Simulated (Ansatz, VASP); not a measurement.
## Two plane-wave programs on Si2W

Contents of INCAR:

```
SYSTEM = Si2W
PREC     = Accurate       ! precision mode
ENCUT    = 520            ! plane-wave cutoff, eV
EDIFF    = 1E-6           ! SCF threshold, eV
ISMEAR   = 0              ! smearing method
SIGMA    = 0.15           ! smearing width, eV
LREAL    = .FALSE.        ! projectors in reciprocal space
LASPH    = .TRUE.         ! aspherical terms in the spheres
NELM     = 60             ! most SCF steps
ALGO     = Normal         ! electronic algorithm
ISIF     = 2              ! what is computed and relaxed
LWAVE    = .FALSE.        ! write WAVECAR
LCHARG   = .FALSE.        ! write CHGCAR
GGA      = PE             ! functional
NBANDS   = 18             ! bands
```

Contents of KPOINTS:

```
Automatic mesh
0
G
  18 18 18
  0 0 0
```

POSCAR

```
Si2W
1.0
   -1.6386752609      1.6386752609      3.8190965631
    1.6386752609     -1.6386752609      3.8190965631
    1.6386752609      1.6386752609     -3.8190965631
Si W
2 1
Direct
    0.3133835313      0.3133835313      0.0000000000
    0.6866164687      0.6866164687      0.0000000000
    0.0000000000      0.0000000000      0.0000000000
```

Input for Ansatz:

```yaml
crystal:
  lattice:
    - [-1.6386752609, 1.6386752609, 3.8190965631]
    - [1.6386752609, -1.6386752609, 3.8190965631]
    - [1.6386752609, 1.6386752609, -3.8190965631]
  atoms:
    - { symbol: Si, position: [0.3133835313, 0.3133835313, 0.0] }
    - { symbol: Si, position: [0.6866164687, 0.6866164687, 0.0] }
    - { symbol: W, position: [0.0, 0.0, 0.0] }
basis:
  ecutwfc: 420
kpoints:
  mp_grid: { grid: [18, 18, 18] }
hamiltonian:
  xc: pbe
  pseudopotentials: { kind: paw, azcp: { folder: soft_1 } }
scf:
  occupations: { method: gaussian, width: 0.15 }
output:
  forces: true
  stress: true
  eigenvalues: true
```

Alike in both runs: task single point; functional PBE; k mesh 18 × 18 × 18; occupations gaussian, width 0.15 eV; no spin polarisation.

```csv
,VASP,Ansatz
version,VASP 6.6.1,Ansatz 0.2.0
potentials or method,"VASP PAW PBE potentials, release 64 (Si, W_sv), cutoff 520 eV","scalar-relativistic, plane waves, PAW"
valence electrons in the cell,22,22
```

VASP gave:

```
gap on the k mesh at the Fermi level (eV)                     : none
pressure (GPa)                                                : 4.5
traceless stress, the component that is largest in VASP (GPa) : 20.25
rms of the force components (eV/Å)                            : 1.600
```

Q: What did Ansatz give for the same quantities?

A: gap on the k mesh at the Fermi level (eV): none; pressure (GPa): 4.5; traceless stress, the component that is largest in VASP (GPa): 20.26; rms of the force components (eV/Å): 1.601.

Atom by atom the forces differ by 0.001 eV/Å (rms over components). A gap of «none» marks a metal or a gap that the smearing closes.

Spin-orbit coupling is off throughout.
